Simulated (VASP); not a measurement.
A run of VASP 6.6.1:

INCAR

```
ALGO = Fast ; EDIFF = 1E-6
ENCUT = 520 ; GGA = PS
ISIF = 2 ; ISMEAR = 0
LASPH = T ; LCHARG = F
LREAL = F ; LWAVE = F
NBANDS = 28 ; NELM = 100
PREC = Accurate ; SIGMA = 0.1
```

File KPOINTS:

```
k-points
0
Gamma
  12 12 12
```

The input POSCAR:

```
SrNi2As2
1.0
   -2.0653815460      2.0653815460      5.1689661682
    2.0653815460     -2.0653815460      5.1689661682
    2.0653815460      2.0653815460     -5.1689661682
Sr Ni As
1 2 2
Direct
    0.0000000000      0.0000000000      0.0000000000
    0.7500000000      0.2500000000      0.5000000000
    0.2500000000      0.7500000000      0.5000000000
    0.6407235915      0.6407235915      0.0000000000
    0.3592764085      0.3592764085      0.0000000000
```

Potentials or basis: VASP PAW PBE potentials, release 64 (Sr_sv, Ni, As).

Run with:

```console
$ cat potpaw_PBE.64/Sr_sv/POTCAR potpaw_PBE.64/Ni/POTCAR potpaw_PBE.64/As/POTCAR > POTCAR
$ mpirun -np 1 vasp_std > vasp.out
```

Hardware: 1 thread of Intel(R) Xeon(R) Platinum 8488C (Sapphire Rapids), with other jobs on the host.

Task: Estimate the wall time of this run.

Result: Run time: 25 min on 1 thread of Intel(R) Xeon(R) Platinum 8488C (Sapphire Rapids) (shared host), peak memory 0.63 GiB. Counts: scf iterations 21, k points 163.
